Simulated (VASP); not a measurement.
# Rh (Im-3m) in VASP: notebook

Runs on Rh. Level: PBE. Tasks: single point.

Program: VASP 6.6.1. These are calculated values, not measurements. Logs are shortened: lines on timing, memory, paths and dates and some standing lists are left out, and cuts for length are marked.

### Step 1. The cell of the first run

It takes space group Im-3m (No. 229, cubic). The conventional cell has a = 3.072 Å, b = 3.072 Å, c = 3.072 Å, α = 90.00°, β = 90.00°, γ = 90.00°. Rh (site symmetry m-3m) has 14 Rh at 2.66 to 3.07 Å within 3.5 Å.

### Step 2. Single point, PBE

Input file INCAR:

```
ALGO = Normal
EDIFF = 1E-6
ENCUT = 500
GGA = PE
GGA_COMPAT = False
ISIF = 2
ISMEAR = -1
LASPH = True
LCHARG = True
LELF = True
LREAL = False
LVHAR = True
LWAVE = False
NBANDS = 14
NELM = 120
PREC = Accurate
SIGMA = 0.1
```

Input file KPOINTS:

```
k-points
0
Gamma
  24 24 24
```

Input file POSCAR:

```
Rh
1.0
   -1.5362030892      1.5362030892      1.5362030892
    1.5362030892     -1.5362030892      1.5362030892
    1.5362030892      1.5362030892     -1.5362030892
Rh
1
Direct
    0.0000000000      0.0000000000      0.0000000000
```

Potentials or basis: VASP PAW PBE potentials, release 64 (Rh_pv).

Command:

```bash
$ cat potpaw_PBE.64/Rh_pv/POTCAR > POTCAR
$ mpirun -np 1 vasp_std > vasp.out
```

OUTCAR:

```text
EDIFF = 1E-6
   ENCUT = 500
   GGA = PE
   ISIF = 2
   ISMEAR = -1
   LASPH = True
   LREAL = False
   NELM = 120
   PREC = Accurate

 ion  position               nearest neighbor table
   1  0.000  0.000  0.000-

  LATTYP: Found a body centered cubic cell.
 ALAT       =     3.0724061784

  Lattice vectors:

 A1 = (  -1.5362030892,   1.5362030892,   1.5362030892)
 A2 = (   1.5362030892,  -1.5362030892,   1.5362030892)
 A3 = (   1.5362030892,   1.5362030892,  -1.5362030892)

Analysis of symmetry for initial positions (statically):
=====================================================================
 Subroutine PRICEL returns:
 Original cell was already a primitive cell.

 Routine SETGRP: Setting up the symmetry group for a
 body centered cubic supercell.

 Subroutine GETGRP returns: Found 48 space group operations
 (whereof 48 operations were pure point group operations)
 out of a pool of 48 trial point group operations.

The static configuration has the point symmetry O_h .

Analysis of symmetry for dynamics (positions and initial velocities):
=====================================================================
 Subroutine PRICEL returns:
 Original cell was already a primitive cell.

 Routine SETGRP: Setting up the symmetry group for a
 body centered cubic supercell.

 Subroutine GETGRP returns: Found 48 space group operations
 (whereof 48 operations were pure point group operations)
 out of a pool of 48 trial point group operations.

The dynamic configuration has the point symmetry O_h .

 Subroutine INISYM returns: Found 48 space group operations
 (whereof 48 operations are pure point group operations),
 and found     1 'primitive' translations

----------------------------------------------------------------------------------------

                                     Primitive cell

  volume of cell :      14.5013

  direct lattice vectors                    reciprocal lattice vectors
    -1.536203089  1.536203089  1.536203089     0.000000000  0.325477799  0.325477799
     1.536203089 -1.536203089  1.536203089     0.325477799  0.000000000  0.325477799
     1.536203089  1.536203089 -1.536203089     0.325477799  0.325477799  0.000000000

  length of vectors
     2.660781801  2.660781801  2.660781801     0.460295117  0.460295117  0.460295117

  position of ions in fractional coordinates (direct lattice)
     0.000000000  0.000000000  0.000000000

  ion indices of the primitive-cell ions
   primitive index   ion index
                 1           1

----------------------------------------------------------------------------------------

 KPOINTS: k-points

Automatic generation of k-mesh.
 Grid dimensions read from file:
 generate k-points for:   24   24   24

 Generating k-lattice:

  Cartesian coordinates                     Fractional coordinates (reciprocal lattice)
     0.000000000  0.013561575  0.013561575     0.041666667  0.000000000  0.000000000
     0.013561575  0.000000000  0.013561575     0.000000000  0.041666667  0.000000000
     0.013561575  0.013561575  0.000000000     0.000000000  0.000000000  0.041666667

  Length of vectors
     0.019178963  0.019178963  0.019178963

  Shift w.r.t. Gamma in fractional coordinates (k-lattice)
     0.000000000  0.000000000  0.000000000

 Subroutine IBZKPT returns following result:
 ===========================================

 Found    413 irreducible k-points:

 Following reciprocal coordinates:
            Coordinates               Weight
  0.000000  0.000000  0.000000      1.000000
  0.041667  0.000000  0.000000     12.000000
  0.083333  0.000000  0.000000     12.000000
  0.125000  0.000000  0.000000     12.000000
  0.166667  0.000000  0.000000     12.000000
  0.208333  0.000000  0.000000     12.000000
[... 16 lines left out ...]
  0.416667  0.041667  0.000000     48.000000
  0.458333  0.041667 -0.000000     48.000000
 [... further k-points ...]
   k-points           NKPTS =    413   k-points in BZ     NKDIM =    413   number of bands    NBANDS=     14
   number of dos      NEDOS =    301   number of ions     NIONS =      1
   total plane-waves  NPLWV =   8000
   dimension x,y,z NGX =    20 NGY =   20 NGZ =   20
   dimension x,y,z NGXF=    40 NGYF=   40 NGZF=   40
   ions per type =               1
   NGX,Y,Z   is equivalent  to a cutoff of  12.50, 12.50, 12.50 a.u.
   NGXF,Y,Z  is equivalent  to a cutoff of  24.99, 24.99, 24.99 a.u.
 SYSTEM =  unknown system
   PREC   = accura    normal or accurate (medium, high low for compatibility)
   ISTART =      0    job   : 0-new  1-cont  2-samecut
   ICHARG =      2    charge: 1-file 2-atom 10-const
   ISPIN  =      1    spin polarized calculation?
   LNONCOLLINEAR =      F non collinear calculations
   LSORBIT =      F    spin-orbit coupling
   LASPH  =      T    aspherical Exc in radial PAW
   ENCUT  =  500.0 eV  36.75 Ry    6.06 a.u.   4.85  4.85  4.85*2*pi/ulx,y,z
   NELM   =    120;   NELMIN=  2; NELMDL= -5     # of ELM steps
   EDIFF  = 0.1E-05   stopping-criterion for ELM
   LREAL  =      F    real-space projection
   EDIFFG = 0.1E-04   stopping-criterion for IOM
   NSW    =      0    number of steps for IOM
   IBRION =     -1    ionic relax: 0-MD 1-quasi-New 2-CG
   NFREE  =      0    steps in history (QN), initial steepest desc. (CG)
   ISIF   =      2    stress and relaxation
   ISYM   =      2    0-nonsym 1-usesym 2-fastsym
   POTIM  = 0.5000    time-step for ionic-motion
   TEBEG  =    0.0;   TEEND  =   0.0 temperature during run
   PSTRESS=    0.0 pullay stress
   NELECT =      15.0000    total number of electrons
   NUPDOWN=      -1.0000    fix difference up-down
   EMIN   =  10.00;   EMAX   =-10.00  energy-range for DOS
   EFERMI =   0.00;   METHOD = LEGACY
   ISMEAR =    -1;   SIGMA  =   0.10  broadening in eV -4-tet -1-fermi 0-gaus
   EFERMI_NEDOS =   21; number of points for ismear=-14 and -15
   IALGO  =     38    algorithm
   IMIX   =      4    mixing-type and parameters
     AMIX     =   0.40;   BMIX     =  1.00
     AMIX_MAG =   1.60;   BMIX_MAG =  1.00
  volume/ion in A,a.u.               =      14.50        97.86
  Fermi-wavevector in a.u.,A,eV,Ry     =   1.655655  3.128735 37.296220  2.741195
  Thomas-Fermi vector in A             =   2.743714
   LORBIT       =      0    0 simple, 1 ext, 2 COOP (PROOUT), +10 PAW based schemes
   GGA     = PE    functional components
   LHFCALC =     F    Hartree Fock is set to
   AEXX    =    0.0000 exact exchange contribution
   IVDW    =     0    specifies the selected vdW correction
   LEPSILON=     F    determine dielectric tensor
   LRPA    =     F    only Hartree local field effects (RPA)
 non-spin polarized calculation
  energy-cutoff  :      500.00
  volume of cell :       14.50
 maximum number of plane-waves:       380
   NGX =  9   NGY =  9   NGZ =  9

 number of electron      15.0000005 magnetization

 Free energy of the ion-electron system (eV)
  ---------------------------------------------------
  ext. energy  EPLUGINS =         0.00000000
  ---------------------------------------------------
  free energy    TOTEN  =        -6.94454211 eV

  energy without entropy =       -6.86745307  energy(sigma->0) =       -6.90599759

 E-fermi :  10.8093     XC(G=0): -13.6718

 val. band max:       10.8073379779   @ k =  -0.2917   0.3750   0.2083
 cond. band min:      10.8157440220   @ k =   0.2917   0.2083   0.0417
 fundamental gap:      0.0084060441
 Fermi energy:        10.8093007055

 k-point     1 :       0.0000    0.0000    0.0000
  band No.  band energies     occupation
      1     -35.1773      2.00000
      2     -35.1773      2.00000
      3     -35.1773      2.00000
      4       3.3915      2.00000
      5       8.0566      2.00000
      6       8.0566      2.00000
      7       8.0566      2.00000
      8      10.3730      1.97484
      9      10.3730      1.97484
     10      29.2241      0.00000
     11      29.2241      0.00000
     12      29.2241      0.00000
     13      31.9379      0.00000
     14      38.8079      0.00000

 k-point     2 :       0.0417    0.0000    0.0000
  band No.  band energies     occupation
      1     -35.1883      2.00000
      2     -35.1809      2.00000
      3     -35.1773      2.00000
      4       3.4624      2.00000
      5       8.0285      2.00000
      6       8.0566      2.00000
      7       8.1119      2.00000
      8      10.3371      1.98237
      9      10.3749      1.97437
     10      29.2489      0.00000
     11      29.2523      0.00000
     12      29.3232      0.00000
     13      31.9378      0.00000
     14      38.0743      0.00000

 k-point     3 :       0.0833    0.0000    0.0000
  band No.  band energies     occupation
      1     -35.2203      2.00000
      2     -35.1916      2.00000
      3     -35.1772      2.00000
      4       3.6706      2.00000
      5       7.9470      2.00000
      6       8.0542      2.00000
      7       8.2763      2.00000
      8      10.2421      1.99314
      9      10.3810      1.97277
     10      29.2807      0.00000
     11      29.3107      0.00000
     12      29.6159      0.00000
     13      31.9374      0.00000
     14      36.9109      0.00000

 k-point     4 :       0.1250    0.0000    0.0000
  band No.  band energies     occupation
      1     -35.2711      2.00000
      2     -35.2086      2.00000
      3     -35.1772      2.00000
      4       4.0010      2.00000
      5       7.8201      2.00000
      6       8.0463      2.00000
      7       8.5447      2.00000
      8      10.1224      1.99792
      9      10.3929      1.96939
     10      29.1911      0.00000
     11      29.3164      0.00000
     12      30.0878      0.00000
     13      31.9375      0.00000
     14      35.9593      0.00000

 k-point     5 :       0.1667    0.0000    0.0000
  band No.  band energies     occupation
      1     -35.3369      2.00000
      2     -35.2307      2.00000
      3     -35.1771      2.00000
      4       4.4219      2.00000
      5       7.6595      2.00000
      6       8.0405      2.00000
      7       8.9086      2.00000
      8      10.0212      1.99924
      9      10.4122      1.96300
     10      28.7964      0.00000
     11      29.1444      0.00000
[... 276 lines left out ...]
 k-point    22 :       0.3750    0.0417   -0.0000
  band No.  band energies     occupation
      1     -35.7350      2.00000
      2     -35.3690      2.00000
      3     -35.1813      2.00000
      4       5.4443      2.00000
      5       6.7686      2.00000
      6      10.0218      1.99924
      7      10.4191      1.96040
      8      10.8894      0.61952
      9      11.9994      0.00001
     10      21.7051      0.00000
     11      25.9157      0.00000
     12      29.7913      0.00000
     13      31.9386      0.00000
     14      35.1041      0.00000

 k-point    23 :       0.4167    0.0417    0.0000
  band No.  band energies     occupation
      1     -35.7735      2.00000
      2     -35.3830      2.00000
      3     -35.1813      2.00000
      4       5.3653      2.00000
      5       6.6865      2.00000
      6      10.2168      1.99467
      7      10.5295      1.88512
      8      11.3528      0.00868
      9      12.5132      0.00000
     10      20.5507      0.00000
     11      25.5644      0.00000
     12      29.1078      0.00000
     13      31.9386      0.00000
     14      35.6251      0.00000

 k-point    24 :       0.4583    0.0417   -0.0000
  band No.  band energies     occupation
      1     -35.7934      2.00000
      2     -35.3902      2.00000
      3     -35.1813      2.00000
      4       5.3193      2.00000
      5       6.6445      2.00000
      6      10.2920      1.98873
      7      10.5563      1.85249
      8      11.6759      0.00034
      9      12.8649      0.00000
     10      19.8596      0.00000
     11      25.3841      0.00000
     12      28.7469      0.00000
     13      31.9383      0.00000
     14      35.9058      0.00000

 [... further k-points ...]
[... 5 lines left out ...]
  --------------------------------------------------------------------------------------
  -------------------------------------------------------------------------------------
  Total        0.0068976      0.0068976      0.0068976      0.0000000      0.0000000      0.0000000
  in kB        0.7620835      0.7620835      0.7620835      0.0000000      0.0000000      0.0000000
  external PRESSURE =       0.7620835 kB  Pullay stress =       0.0000000 kB

 VOLUME and BASIS-vectors are now :
 -----------------------------------------------------------------------------
  energy-cutoff  :      500.00
  volume of cell :       14.50
      direct lattice vectors                 reciprocal lattice vectors
    -1.536203089  1.536203089  1.536203089     0.000000000  0.325477799  0.325477799
     1.536203089 -1.536203089  1.536203089     0.325477799  0.000000000  0.325477799
     1.536203089  1.536203089 -1.536203089     0.325477799  0.325477799  0.000000000

 POSITION                                       TOTAL-FORCE (eV/Angst)
 -----------------------------------------------------------------------------------
      0.00000      0.00000      0.00000         0.000000      0.000000     -0.000000
 -----------------------------------------------------------------------------------
    total drift:                                0.000000     -0.000000      0.000000

  FREE ENERGIE OF THE ION-ELECTRON SYSTEM (eV)
  ---------------------------------------------------
  free  energy   TOTEN  =        -6.9445421111 eV

  energy  without entropy=       -6.8674530695  energy(sigma->0) =       -6.90599759
```

It took 91 s on 1 thread of Intel Xeon 8259CL, shared host; peak memory 0.18 GiB.

What came out:

```yaml
Free_energy: -6.9445 eV
Pressure: 0.1 GPa
```

### Step 3. Single point, PBE, collinear spin, ferromagnetic start

Input file INCAR:

```
SYSTEM = Rh
  ALGO = Normal
  EDIFF = 1E-6
  ENCUT = 520
  GGA = PE
  ISIF = 2
  ISMEAR = -1
  ISPIN = 2
  LASPH = .TRUE.
  LCHARG = .FALSE.
  LMAXMIX = 4
  LORBIT = 11
  LREAL = .FALSE.
  LWAVE = .FALSE.
  MAGMOM = 0.413
  NBANDS = 18
  NELM = 150
  PREC = Accurate
  SIGMA = 0.05
```

Input file KPOINTS:

```
k-points
0
G
  24 24 24
  0 0 0
```

Input file POSCAR:

```
Rh
1.0
   -1.5363828365      1.5363828365      1.5363828365
    1.5363828365     -1.5363828365      1.5363828365
    1.5363828365      1.5363828365     -1.5363828365
Rh
1
Direct
    0.0000000000      0.0000000000      0.0000000000
```

Potentials or basis: VASP PAW PBE potentials, release 64 (Rh_pv).

Command:

```bash
$ cat potpaw_PBE.64/Rh_pv/POTCAR > POTCAR
$ mpirun -np 1 vasp_std > vasp.out
```

It took 2.3 min on 1 thread of Intel Xeon Platinum 8259CL at 2.50GHz (Skylake/Cascade Lake), shared host; peak memory 0.26 GiB.

Results (log left out):

| Quantity | Value |
| --- | --- |
| Free energy | -6.9193 eV |
| Pressure | 0.2 GPa |
| Net moment | 0.47 μB per cell |
| Site moments | Rh +0.48 μB |
| Valence electrons inside the program's atomic spheres | Rh 13.72 |

Levels at points of the mesh, in eV from the Fermi level:
Spin up:
```csv
k point,band 4,band 5,band 6,band 7,band 8,band 9,band 10,band 11,band 12,band 13
"(0.00, 0.00, 0.00)",-7.49,-2.92,-2.92,-2.92,-0.72,-0.72,18.36,18.36,18.36,20.78
"(0.50, 0.00, 0.00)",-5.69,-4.34,-0.75,-0.41,1.28,1.31,8.81,14.47,18.01,20.78
"(0.50, 0.50, 0.50)",-5.72,-5.72,0.83,0.83,0.83,9.23,9.23,9.23,18.52,18.52
```
Spin down:
| k point | band 4 | band 5 | band 6 | band 7 | band 8 | band 9 | band 10 | band 11 |
| --- | --- | --- | --- | --- | --- | --- | --- | --- |
| (0.00, 0.00, 0.00) | -7.42 | -2.66 | -2.66 | -2.66 | -0.24 | -0.24 | 18.39 | 18.39 |
| (0.50, 0.00, 0.00) | -5.47 | -4.11 | -0.33 | 0.09 | 1.32 | 1.61 | 9.04 | 14.52 |
| (0.50, 0.50, 0.50) | -5.39 | -5.39 | 1.13 | 1.13 | 1.13 | 9.29 | 9.29 | 9.29 |
